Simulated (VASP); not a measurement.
# LiPb2 (Immm) in VASP: single point with PBE

Aim: the single point of LiPb2 with PBE.

All numbers are computed with VASP 6.6.1; they aren't measurements. Logs are shortened: lines on timing, memory, paths and dates and some standing lists are left out, and cuts for length are marked.

## 1. The cell of the first run

Symmetry: Immm, No. 71, orthorhombic system. Conventional cell: a = 3.859 Å, b = 5.385 Å, c = 8.015 Å, α = 90.00°, β = 90.00°, γ = 90.00°. Li (site symmetry mmm) has 8 Pb at 3.11 to 3.12 Å and 2 Li at 3.86 Å within 4.1 Å. Within 4.1 Å of Pb (site symmetry mm2) lie 4 Li at 3.11 to 3.12 Å and 7 Pb at 3.15 to 3.86 Å.

## 2. Single point, PBE

The input, INCAR:

```
SYSTEM = LiPb2
ALGO = Fast ; EDIFF = 1E-7
ENCUT = 520 ; GGA = PE
ISIF = 2 ; ISMEAR = 0
LASPH = .TRUE. ; LCHARG = .TRUE.
LELF = .TRUE. ; LREAL = .FALSE.
LVHAR = .TRUE. ; LWAVE = .FALSE.
NBANDS = 40 ; NELM = 60
PREC = Accurate ; SIGMA = 0.1
```

The input, KPOINTS:

```
k-points
0
G
  4 4 4
  0 0 0
```

The input, POSCAR:

```
LiPb2
1.0
    8.0150476897      0.0000000000      0.0000000000
    0.0000000000      5.3848925562      0.0000000000
    0.0000000000      0.0000000000      3.8590689557
Li Pb
2 4
Direct
    0.0000000000      0.0000000000      0.0000000000
    0.5000000000      0.5000000000      0.5000000000
    0.1962053705      0.4999900233      0.0000000000
    0.8037946295      0.5000099767      0.0000000000
    0.6962053705      0.0000099767      0.5000000000
    0.3037946295      0.9999900233      0.5000000000
```

Potentials or basis: VASP PAW PBE potentials, release 64 (Li_sv, Pb_d).

The run is started by

```console
> cat potpaw_PBE.64/Li_sv/POTCAR potpaw_PBE.64/Pb_d/POTCAR > POTCAR
> mpirun -np 1 vasp_std > vasp.out
```

OUTCAR:

```text
SYSTEM = LiPb2
   EDIFF = 1E-7
   ENCUT = 520
   GGA = PE
   ISIF = 2
   ISMEAR = 0
   LASPH = .TRUE.
   LREAL = .FALSE.
   NELM = 60
   PREC = Accurate

 ion  position               nearest neighbor table
   1  0.000  0.000  0.000-   5 3.11   6 3.11   5 3.11   6 3.11   3 3.12   4 3.12   4 3.12   3 3.12

   2  0.500  0.500  0.500-   3 3.11   4 3.11   3 3.11   4 3.11   5 3.12   6 3.12   5 3.12   6 3.12

   3  0.196  0.500  0.000-   2 3.11   2 3.11   1 3.12   1 3.12   4 3.15   6 3.42   6 3.42   6 3.42
                             6 3.42
   4  0.804  0.500  0.000-   2 3.11   2 3.11   1 3.12   1 3.12   3 3.15   5 3.42   5 3.42   5 3.42
                             5 3.42
   5  0.696  0.000  0.500-   1 3.11   1 3.11   2 3.12   2 3.12   6 3.15   4 3.42   4 3.42   4 3.42
                             4 3.42
   6  0.304  1.000  0.500-   1 3.11   1 3.11   2 3.12   2 3.12   5 3.15   3 3.42   3 3.42   3 3.42
                             3 3.42

  LATTYP: Found a simple orthorhombic cell.
 ALAT       =     3.8590689557
 B/A-ratio  =     1.3953864567
 C/A-ratio  =     2.0769381894

  Lattice vectors:

 A1 = (   0.0000000000,   0.0000000000,  -3.8590689557)
 A2 = (   0.0000000000,   5.3848925562,   0.0000000000)
 A3 = (   8.0150476897,   0.0000000000,   0.0000000000)

Analysis of symmetry for initial positions (statically):
=====================================================================
 Subroutine PRICEL returns:
 Original cell was already a primitive cell.

 Routine SETGRP: Setting up the symmetry group for a
 simple orthorhombic supercell.

 Subroutine GETGRP returns: Found  8 space group operations
 (whereof  4 operations were pure point group operations)
 out of a pool of  8 trial point group operations.

The static configuration has the point symmetry C_2h.
 The point group associated with its full space group is D_2h.

Analysis of symmetry for dynamics (positions and initial velocities):
=====================================================================
 Subroutine PRICEL returns:
 Original cell was already a primitive cell.

 Routine SETGRP: Setting up the symmetry group for a
 simple orthorhombic supercell.

 Subroutine GETGRP returns: Found  8 space group operations
 (whereof  4 operations were pure point group operations)
 out of a pool of  8 trial point group operations.

The dynamic configuration has the point symmetry C_2h.
 The point group associated with its full space group is D_2h.

 Subroutine INISYM returns: Found  8 space group operations
 (whereof  4 operations are pure point group operations),
 and found     1 'primitive' translations

----------------------------------------------------------------------------------------

                                     Primitive cell

  volume of cell :     166.5581

  direct lattice vectors                    reciprocal lattice vectors
     8.015047690  0.000000000  0.000000000     0.124765321  0.000000000  0.000000000
     0.000000000  5.384892556  0.000000000     0.000000000  0.185704727  0.000000000
     0.000000000  0.000000000  3.859068956     0.000000000  0.000000000  0.259129860

  length of vectors
     8.015047690  5.384892556  3.859068956     0.124765321  0.185704727  0.259129860

  position of ions in fractional coordinates (direct lattice)
     0.000000000  0.000000000  0.000000000
     0.500000000  0.500000000  0.500000000
     0.196205371  0.499990023  0.000000000
     0.803794629  0.500009977  0.000000000
     0.696205371  0.000009977  0.500000000
     0.303794629  0.999990023  0.500000000

  ion indices of the primitive-cell ions
   primitive index   ion index
                 1           1
                 2           2
                 3           3
                 4           4
                 5           5
                 6           6

----------------------------------------------------------------------------------------

 KPOINTS: k-points

Automatic generation of k-mesh.
 Grid dimensions read from file:
 generate k-points for:    4    4    4

 Generating k-lattice:

  Cartesian coordinates                     Fractional coordinates (reciprocal lattice)
     0.031191330  0.000000000  0.000000000     0.250000000  0.000000000  0.000000000
     0.000000000  0.046426182  0.000000000     0.000000000  0.250000000  0.000000000
     0.000000000  0.000000000  0.064782465     0.000000000  0.000000000  0.250000000

  Length of vectors
     0.031191330  0.046426182  0.064782465

  Shift w.r.t. Gamma in fractional coordinates (k-lattice)
     0.000000000  0.000000000  0.000000000

 Subroutine IBZKPT returns following result:
 ===========================================

 Found     27 irreducible k-points:

 Following reciprocal coordinates:
            Coordinates               Weight
  0.000000  0.000000  0.000000      1.000000
  0.250000  0.000000  0.000000      2.000000
  0.500000  0.000000  0.000000      1.000000
  0.000000  0.250000  0.000000      2.000000
  0.250000  0.250000  0.000000      4.000000
  0.500000  0.250000  0.000000      2.000000
[... 16 lines left out ...]
  0.250000  0.250000  0.500000      4.000000
  0.500000  0.250000  0.500000      2.000000
 [... further k-points ...]
   k-points           NKPTS =     27   k-points in BZ     NKDIM =     27   number of bands    NBANDS=     40
   number of dos      NEDOS =    301   number of ions     NIONS =      6
   total plane-waves  NPLWV =  72000
   dimension x,y,z NGX =    60 NGY =   40 NGZ =   30
   dimension x,y,z NGXF=   120 NGYF=   80 NGZF=   60
   ions per type =               2   4
   NGX,Y,Z   is equivalent  to a cutoff of  12.45, 12.35, 12.92 a.u.
   NGXF,Y,Z  is equivalent  to a cutoff of  24.89, 24.70, 25.85 a.u.
 SYSTEM =  LiPb2
   PREC   = accura    normal or accurate (medium, high low for compatibility)
   ISTART =      0    job   : 0-new  1-cont  2-samecut
   ICHARG =      2    charge: 1-file 2-atom 10-const
   ISPIN  =      1    spin polarized calculation?
   LNONCOLLINEAR =      F non collinear calculations
   LSORBIT =      F    spin-orbit coupling
   LASPH  =      T    aspherical Exc in radial PAW
   ENCUT  =  520.0 eV  38.22 Ry    6.18 a.u.  14.90 10.01  7.18*2*pi/ulx,y,z
   NELM   =     60;   NELMIN=  2; NELMDL= -5     # of ELM steps
   EDIFF  = 0.1E-06   stopping-criterion for ELM
   LREAL  =      F    real-space projection
   EDIFFG = 0.1E-05   stopping-criterion for IOM
   NSW    =      0    number of steps for IOM
   IBRION =     -1    ionic relax: 0-MD 1-quasi-New 2-CG
   NFREE  =      0    steps in history (QN), initial steepest desc. (CG)
   ISIF   =      2    stress and relaxation
   ISYM   =      2    0-nonsym 1-usesym 2-fastsym
   POTIM  = 0.5000    time-step for ionic-motion
   TEBEG  =    0.0;   TEEND  =   0.0 temperature during run
   PSTRESS=    0.0 pullay stress
   NELECT =      62.0000    total number of electrons
   NUPDOWN=      -1.0000    fix difference up-down
   EMIN   =  10.00;   EMAX   =-10.00  energy-range for DOS
   EFERMI =   0.00;   METHOD = LEGACY
   ISMEAR =     0;   SIGMA  =   0.10  broadening in eV -4-tet -1-fermi 0-gaus
   EFERMI_NEDOS =   21; number of points for ismear=-14 and -15
   IALGO  =     68    algorithm
   IMIX   =      4    mixing-type and parameters
     AMIX     =   0.40;   BMIX     =  1.00
     AMIX_MAG =   1.60;   BMIX_MAG =  1.00
  volume/ion in A,a.u.               =      27.76       187.33
  Fermi-wavevector in a.u.,A,eV,Ry     =   1.177652  2.225439 18.869421  1.386863
  Thomas-Fermi vector in A             =   2.313994
   LORBIT       =      0    0 simple, 1 ext, 2 COOP (PROOUT), +10 PAW based schemes
   GGA     = PE    functional components
   LHFCALC =     F    Hartree Fock is set to
   AEXX    =    0.0000 exact exchange contribution
   IVDW    =     0    specifies the selected vdW correction
   LEPSILON=     F    determine dielectric tensor
   LRPA    =     F    only Hartree local field effects (RPA)
 non-spin polarized calculation
 RMM-DIIS sequential band-by-band and
 Gauss-broadening in eV      SIGMA  =   0.10
  energy-cutoff  :      520.00
  volume of cell :      166.56
 maximum number of plane-waves:      4508
 NGX is ok and might be reduce to    60
   NGX = 29   NGY = 21   NGZ = 15

 number of electron      61.9999984 magnetization

 Free energy of the ion-electron system (eV)
  ---------------------------------------------------
  ext. energy  EPLUGINS =         0.00000000
  ---------------------------------------------------
  free energy    TOTEN  =       -18.83093922 eV

  energy without entropy =      -18.82430559  energy(sigma->0) =      -18.82762240

 E-fermi :   5.0510     XC(G=0):  -9.2039

 val. band max:        4.9684448149   @ k =   0.5000   0.2500   0.2500
 cond. band min:       5.0935661847   @ k =   0.0000   0.0000   0.2500
 fundamental gap:      0.1251213699
 Fermi energy:         5.0509750278

 k-point     1 :       0.0000    0.0000    0.0000
  band No.  band energies     occupation
      1     -41.7360      2.00000
      2     -41.7360      2.00000
      3     -11.7757      2.00000
      4     -11.7492      2.00000
      5     -11.7305      2.00000
      6     -11.7167      2.00000
[... 32 lines left out ...]
     39      11.0808      0.00000
     40      11.4200      0.00000

 k-point     2 :       0.2500    0.0000    0.0000
  band No.  band energies     occupation
      1     -41.7360      2.00000
      2     -41.7360      2.00000
      3     -11.7682      2.00000
      4     -11.7495      2.00000
      5     -11.7286      2.00000
      6     -11.7188      2.00000
[... 32 lines left out ...]
     39      10.2394      0.00000
     40      11.0837      0.00000

 k-point     3 :       0.5000    0.0000    0.0000
  band No.  band energies     occupation
      1     -41.7360      2.00000
      2     -41.7360      2.00000
      3     -11.7549      2.00000
      4     -11.7549      2.00000
      5     -11.7237      2.00000
      6     -11.7237      2.00000
[... 32 lines left out ...]
     39      10.7924      0.00000
     40      10.7953      0.00000

 k-point     4 :       0.0000    0.2500    0.0000
  band No.  band energies     occupation
      1     -41.7360      2.00000
      2     -41.7360      2.00000
      3     -11.7817      2.00000
      4     -11.7506      2.00000
      5     -11.7040      2.00000
      6     -11.6802      2.00000
[... 32 lines left out ...]
     39      10.6942      0.00000
     40      11.0206      0.00000
[... 772 lines left out ...]
     39       9.2817      0.00000
     40       9.2849      0.00000

 k-point    23 :       0.2500    0.2500    0.5000
  band No.  band energies     occupation
      1     -41.7357      2.00000
      2     -41.7357      2.00000
      3     -11.7573      2.00000
      4     -11.7573      2.00000
      5     -11.6872      2.00000
      6     -11.6872      2.00000
[... 32 lines left out ...]
     39       9.4572      0.00000
     40       9.4594      0.00000

 k-point    24 :       0.5000    0.2500    0.5000
  band No.  band energies     occupation
      1     -41.7357      2.00000
      2     -41.7357      2.00000
      3     -11.7495      2.00000
      4     -11.7495      2.00000
      5     -11.6985      2.00000
      6     -11.6985      2.00000
[... 32 lines left out ...]
     39       9.7759      0.00000
     40       9.7762      0.00000

 [... further k-points ...]

------------------------ aborting loop because EDIFF is reached ----------------------------------------

  FORCE on cell =-STRESS in cart. coord.  units (eV):
  Direction    XX          YY          ZZ          XY          YZ          ZX
  --------------------------------------------------------------------------------------
  -------------------------------------------------------------------------------------
  Total       -0.0298948     -0.1796881     -0.0846951      0.0000000      0.0000000      0.0000000
  in kB       -0.2875685     -1.7284790     -0.8147098      0.0000000      0.0000000      0.0000000
  external PRESSURE =      -0.9435858 kB  Pullay stress =       0.0000000 kB

 VOLUME and BASIS-vectors are now :
 -----------------------------------------------------------------------------
  energy-cutoff  :      520.00
  volume of cell :      166.56
      direct lattice vectors                 reciprocal lattice vectors
     8.015047690  0.000000000  0.000000000     0.124765321  0.000000000  0.000000000
     0.000000000  5.384892556  0.000000000     0.000000000  0.185704727  0.000000000
     0.000000000  0.000000000  3.859068956     0.000000000  0.000000000  0.259129860

 POSITION                                       TOTAL-FORCE (eV/Angst)
 -----------------------------------------------------------------------------------
      0.00000      0.00000      0.00000         0.000000      0.000000      0.000000
      4.00752      2.69245      1.92953         0.000000      0.000000      0.000000
      1.57260      2.69239      0.00000         0.005591      0.000029      0.000000
      6.44245      2.69250      0.00000        -0.005591     -0.000029      0.000000
      5.58012      0.00005      1.92953         0.005591     -0.000029      0.000000
      2.43493      5.38484      1.92953        -0.005591      0.000029     -0.000000
 -----------------------------------------------------------------------------------
    total drift:                                0.000000      0.000000      0.000000

  FREE ENERGIE OF THE ION-ELECTRON SYSTEM (eV)
  ---------------------------------------------------
  free  energy   TOTEN  =       -18.8309392187 eV

  energy  without entropy=      -18.8243055896  energy(sigma->0) =      -18.82762240
```

Wall time 8.5 min (1 thread of Intel Xeon Platinum 8375C at 2.90GHz (Ice Lake), shared host); peak memory 0.32 GiB.

Results:

```yaml
Free_energy: -18.8309 eV
Largest_force: 0.006 eV/Å
Band_gap_on_the_k_mesh: zero (bands 31 and 32 overlap by 4.28 eV)
```

Forces in eV/Å, atoms in the order of the input:
```
Li   0.000  0.000  0.000
Li   0.000  0.000  0.000
Pb   0.006  0.000  0.000
Pb  -0.006  0.000  0.000
Pb   0.006  0.000  0.000
Pb  -0.006  0.000  0.000
```

Caveat: the k points lie up to 0.41 Å⁻¹ apart, too coarse for converged energies and pressures of a metal; the cutoff is under 1.25 times the usual one of these potentials, so pressure, stress and relaxed cells hold a basis-set (Pulay) error; spin-orbit coupling is left out, which moves the levels of the heavy elements.
